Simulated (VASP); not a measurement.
Hf, 1 atom in the cell. It takes space group Im-3m (No. 229, cubic). The conventional cell has a = 3.493 Å, b = 3.493 Å, c = 3.493 Å, α = 90.00°, β = 90.00°, γ = 90.00°. Hf (site symmetry m-3m) has 14 Hf at 3.03 to 3.49 Å within 4.0 Å. 

- Program: VASP 6.6.1
- Task: single point
- Functional: PBEsol
- Potentials or basis: VASP PAW PBE potentials, release 64 (Hf_pv)
- Cutoff: 520 eV
- k mesh: 8 × 8 × 8
- Occupations: gaussian, width 0.05 eV
- Spin: no spin polarisation
- Dipole correction: no
- Further INCAR settings: ALGO = Normal; EDIFF = 1e-06; NBANDS = 11

Potentials or basis: VASP PAW PBE potentials, release 64 (Hf_pv).

Run with:

```console
$ cat potpaw_PBE.64/Hf_pv/POTCAR > POTCAR
$ mpirun -np 1 vasp_std > vasp.out
```

Hardware: 1 thread of Intel(R) Xeon(R) Platinum 8375C CPU @ 2.90GHz (Ice Lake) (shared host).

**Question.** Estimate the wall time of this run.

**Answer.** It took 6.4 s on 1 thread of Intel(R) Xeon(R) Platinum 8375C CPU @ 2.90GHz (Ice Lake) (shared host), peak memory 0.13 GiB. Counts: scf iterations 11, k points 29.
